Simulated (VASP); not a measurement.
# Ta (Im-3m) in VASP: further runs

Runs on Ta. Level: PBE. Tasks: single point, relaxation of cell and atoms.

Everything below comes from runs of VASP 6.6.1. Logs are shortened: lines on timing, memory, paths and dates and some standing lists are left out, and cuts for length are marked.

### Step 1. The cell of the first run

Symmetry: Im-3m, No. 229, cubic system. Conventional cell: a = 3.319 Å, b = 3.319 Å, c = 3.319 Å, α = 90.00°, β = 90.00°, γ = 90.00°. Within 3.8 Å of Ta (site symmetry m-3m) lie 14 Ta at 2.87 to 3.32 Å.

### Step 2. Single point, PBE

INCAR reads:

```
SYSTEM = Ta
ALGO = Normal
EDIFF = 1E-6
ENCUT = 500
GGA = PE
GGA_COMPAT = .FALSE.
ISIF = 2
ISMEAR = 0
LASPH = .TRUE.
LCHARG = .FALSE.
LREAL = .FALSE.
LWAVE = .FALSE.
NBANDS = 12
NELM = 120
PREC = Accurate
SIGMA = 0.1
```

KPOINTS reads:

```
k-points
0
G
  18 18 18
  0 0 0
```

POSCAR reads:

```
Ta
1.0
   -1.6594119158      1.6594119158      1.6594119158
    1.6594119158     -1.6594119158      1.6594119158
    1.6594119158      1.6594119158     -1.6594119158
Ta
1
Direct
    0.0000000000      0.0000000000      0.0000000000
```

Potentials or basis: VASP PAW PBE potentials, release 64 (Ta_pv).

Started as:

```console
$ cat potpaw_PBE.64/Ta_pv/POTCAR > POTCAR
$ mpirun -np 1 vasp_std > vasp.out
```

OUTCAR:

```text
SYSTEM = Ta
   EDIFF = 1E-6
   ENCUT = 500
   GGA = PE
   ISIF = 2
   ISMEAR = 0
   LASPH = .TRUE.
   LREAL = .FALSE.
   NELM = 120
   PREC = Accurate

 ion  position               nearest neighbor table
   1  0.000  0.000  0.000-

  LATTYP: Found a body centered cubic cell.
 ALAT       =     3.3188238316

  Lattice vectors:

 A1 = (  -1.6594119158,   1.6594119158,   1.6594119158)
 A2 = (   1.6594119158,  -1.6594119158,   1.6594119158)
 A3 = (   1.6594119158,   1.6594119158,  -1.6594119158)

Analysis of symmetry for initial positions (statically):
=====================================================================
 Subroutine PRICEL returns:
 Original cell was already a primitive cell.

 Routine SETGRP: Setting up the symmetry group for a
 body centered cubic supercell.

 Subroutine GETGRP returns: Found 48 space group operations
 (whereof 48 operations were pure point group operations)
 out of a pool of 48 trial point group operations.

The static configuration has the point symmetry O_h .

Analysis of symmetry for dynamics (positions and initial velocities):
=====================================================================
 Subroutine PRICEL returns:
 Original cell was already a primitive cell.

 Routine SETGRP: Setting up the symmetry group for a
 body centered cubic supercell.

 Subroutine GETGRP returns: Found 48 space group operations
 (whereof 48 operations were pure point group operations)
 out of a pool of 48 trial point group operations.

The dynamic configuration has the point symmetry O_h .

 Subroutine INISYM returns: Found 48 space group operations
 (whereof 48 operations are pure point group operations),
 and found     1 'primitive' translations

----------------------------------------------------------------------------------------

                                     Primitive cell

  volume of cell :      18.2777

  direct lattice vectors                    reciprocal lattice vectors
    -1.659411916  1.659411916  1.659411916     0.000000000  0.301311564  0.301311564
     1.659411916 -1.659411916  1.659411916     0.301311564  0.000000000  0.301311564
     1.659411916  1.659411916 -1.659411916     0.301311564  0.301311564  0.000000000

  length of vectors
     2.874185749  2.874185749  2.874185749     0.426118901  0.426118901  0.426118901

  position of ions in fractional coordinates (direct lattice)
     0.000000000  0.000000000  0.000000000

  ion indices of the primitive-cell ions
[... 75 lines left out ...]
   LREAL  =      F    real-space projection
   EDIFFG = 0.1E-04   stopping-criterion for IOM
   NSW    =      0    number of steps for IOM
   IBRION =     -1    ionic relax: 0-MD 1-quasi-New 2-CG
   NFREE  =      0    steps in history (QN), initial steepest desc. (CG)
   ISIF   =      2    stress and relaxation
   ISYM   =      2    0-nonsym 1-usesym 2-fastsym
   POTIM  = 0.5000    time-step for ionic-motion
   TEBEG  =    0.0;   TEEND  =   0.0 temperature during run
   PSTRESS=    0.0 pullay stress
   NELECT =      11.0000    total number of electrons
   NUPDOWN=      -1.0000    fix difference up-down
   EMIN   =  10.00;   EMAX   =-10.00  energy-range for DOS
   EFERMI =   0.00;   METHOD = LEGACY
   ISMEAR =     0;   SIGMA  =   0.10  broadening in eV -4-tet -1-fermi 0-gaus
   EFERMI_NEDOS =   21; number of points for ismear=-14 and -15
   IALGO  =     38    algorithm
   IMIX   =      4    mixing-type and parameters
     AMIX     =   0.40;   BMIX     =  1.00
     AMIX_MAG =   1.60;   BMIX_MAG =  1.00
  volume/ion in A,a.u.               =      18.28       123.34
  Fermi-wavevector in a.u.,A,eV,Ry     =   1.382181  2.611943 25.992894  1.910424
  Thomas-Fermi vector in A             =   2.506896
   LORBIT       =      0    0 simple, 1 ext, 2 COOP (PROOUT), +10 PAW based schemes
   GGA     = PE    functional components
   LHFCALC =     F    Hartree Fock is set to
   AEXX    =    0.0000 exact exchange contribution
   IVDW    =     0    specifies the selected vdW correction
   LEPSILON=     F    determine dielectric tensor
   LRPA    =     F    only Hartree local field effects (RPA)
 non-spin polarized calculation
 Gauss-broadening in eV      SIGMA  =   0.10
  energy-cutoff  :      500.00
  volume of cell :       18.28
 maximum number of plane-waves:       478
 NGX is ok and might be reduce to    24
   NGX = 11   NGY = 11   NGZ = 11

 number of electron      11.0000001 magnetization

 Free energy of the ion-electron system (eV)
  ---------------------------------------------------
  ext. energy  EPLUGINS =         0.00000000
  ---------------------------------------------------
  free energy    TOTEN  =       -11.81619734 eV

  energy without entropy =      -11.81011051  energy(sigma->0) =      -11.81315392

 E-fermi :   5.3781     XC(G=0): -12.5431

 val. band max:        5.3572081875   @ k =   0.1111   0.1111   0.0000
 cond. band min:       5.3805056710   @ k =   0.3333   0.1667   0.0556
 fundamental gap:      0.0232974836
 Fermi energy:         5.3780766404

 k-point     1 :       0.0000    0.0000    0.0000
  band No.  band energies     occupation
      1     -27.7608      2.00000
      2     -27.7608      2.00000
      3     -27.7608      2.00000
      4      -2.4918      2.00000
      5       6.1031      0.00000
      6       6.1031      0.00000
      7       6.1031      0.00000
      8       9.3243      0.00000
      9       9.3243      0.00000
     10      20.0164      0.00000
     11      20.3094      0.00000
     12      20.3094      0.00000
[... 331 lines left out ...]
 k-point    24 :       0.3889    0.1111   -0.0000
  band No.  band energies     occupation
      1     -28.8096      2.00000
      2     -28.1533      2.00000
      3     -27.8164      2.00000
      4       1.4395      2.00000
      5       3.9854      2.00000
      6       5.9846      0.00000
      7       9.0702      0.00000
      8      10.3374      0.00000
      9      13.1240      0.00000
     10      16.6518      0.00000
     11      18.2648      0.00000
     12      20.0237      0.00000

 [... further k-points ...]
[... 5 lines left out ...]
  --------------------------------------------------------------------------------------
  -------------------------------------------------------------------------------------
  Total        0.0097628      0.0097628      0.0097628     -0.0000000     -0.0000000      0.0000000
  in kB        0.8557769      0.8557769      0.8557769     -0.0000000     -0.0000000      0.0000000
  external PRESSURE =       0.8557769 kB  Pullay stress =       0.0000000 kB

 VOLUME and BASIS-vectors are now :
 -----------------------------------------------------------------------------
  energy-cutoff  :      500.00
  volume of cell :       18.28
      direct lattice vectors                 reciprocal lattice vectors
    -1.659411916  1.659411916  1.659411916     0.000000000  0.301311564  0.301311564
     1.659411916 -1.659411916  1.659411916     0.301311564  0.000000000  0.301311564
     1.659411916  1.659411916 -1.659411916     0.301311564  0.301311564  0.000000000

 POSITION                                       TOTAL-FORCE (eV/Angst)
 -----------------------------------------------------------------------------------
      0.00000      0.00000      0.00000        -0.000000      0.000000     -0.000000
 -----------------------------------------------------------------------------------
    total drift:                                0.000000      0.000000     -0.000000

  FREE ENERGIE OF THE ION-ELECTRON SYSTEM (eV)
  ---------------------------------------------------
  free  energy   TOTEN  =       -11.8161973358 eV

  energy  without entropy=      -11.8101105064  energy(sigma->0) =      -11.81315392
```

Wall time 20 s (1 thread of Intel Xeon 8259CL, shared host); peak memory 0.17 GiB.

Results:

```yaml
Free_energy: -11.8162 eV
Pressure: 0.1 GPa
Band_gap_on_the_k_mesh: zero (an odd number of electrons rules out a gap without spin polarisation)
```

Caveat: spin-orbit coupling is left out, which moves the levels of the heavy elements.

### Step 3. Relaxation of cell and atoms, PBE

This run uses another cell than the first one, of 17.84 Å³/atom.

INCAR reads:

```
ALGO = Normal ; EDIFF = 1E-7
EDIFFG = -0.01 ; ENCUT = 500
GGA = PE ; GGA_COMPAT = False
IBRION = 2 ; ISIF = 3
ISMEAR = 0 ; LASPH = True
LCHARG = False ; LREAL = False
LWAVE = False ; NELM = 120
NELMIN = 4 ; NSW = 80
PREC = Accurate ; SIGMA = 0.1
```

KPOINTS reads:

```
k-points
0
Gamma
  18 18 18
```

POSCAR reads:

```
Ta
1.0
   -1.6460304987      1.6460304987      1.6460304987
    1.6460304987     -1.6460304987      1.6460304987
    1.6460304987      1.6460304987     -1.6460304987
Ta
1
Direct
    0.0000000000      0.0000000000      0.0000000000
```

Potentials or basis: VASP PAW PBE potentials, release 64 (Ta_pv).

Started as:

```console
$ cat potpaw_PBE.64/Ta_pv/POTCAR > POTCAR
$ mpirun -np 1 vasp_std > vasp.out
```

Wall time 46 s (1 thread of Intel Xeon 8259CL, shared host); peak memory 0.18 GiB.

It converged, with:

| Quantity | Value |
| --- | --- |
| Free energy | -11.8160 eV |
| Relaxed volume | 18.29 Å³/atom |
| Relaxed cell | a = 2.875 Å, b = 2.875 Å, c = 2.875 Å, α = 109.47°, β = 109.47°, γ = 109.47° |
| Space group after relaxing (to 0.1 Å) | Im-3m (No. 229) |
| Energy gained by relaxing | 6.9 meV/atom |
| Ionic steps | 3 |
| Pressure after relaxing | -0.1 GPa |
| Band gap on the k mesh | zero (an odd number of electrons rules out a gap without spin polarisation) |

Step by step:
```tsv
step	energy change (eV)	largest force (eV/Å)	pressure (GPa)	volume (Å³)
1	0.0000	0.0000	5.06	17.84
2	0.0266	0.0000	-9.80	19.33
3	-0.0069	0.0000	-0.08	18.29
```

Final structure:
```cif
data_structure
_symmetry_space_group_name_H-M 'P 1'
_symmetry_Int_Tables_number 1
_cell_length_a 2.8750
_cell_length_b 2.8750
_cell_length_c 2.8750
_cell_angle_alpha 109.471
_cell_angle_beta 109.471
_cell_angle_gamma 109.471
_cell_volume 18.29
loop_
_atom_site_label
_atom_site_type_symbol
_atom_site_fract_x
_atom_site_fract_y
_atom_site_fract_z
_atom_site_occupancy
Ta1 Ta 0.00000 0.00000 0.00000 1
```

Levels at points of the mesh, in eV from the Fermi level:
| k point | band 1 | band 2 | band 3 | band 4 | band 5 | band 6 | band 7 | band 8 | band 9 |
| --- | --- | --- | --- | --- | --- | --- | --- | --- | --- |
| (0.00, 0.00, 0.00) | -33.14 | -33.14 | -33.14 | -7.87 | 0.72 | 0.72 | 0.72 | 3.94 | 3.94 |
| (0.50, 0.00, 0.00) | -34.26 | -33.50 | -33.15 | -4.32 | -1.51 | 1.51 | 3.82 | 4.82 | 7.64 |
| (0.50, 0.50, 0.50) | -33.92 | -33.92 | -33.92 | -3.72 | -3.72 | 6.70 | 6.70 | 6.70 | 8.50 |

Caveat: spin-orbit coupling is left out, which moves the levels of the heavy elements.

The gap in the log of VASP goes by the Fermi energy; the results here count the filled bands.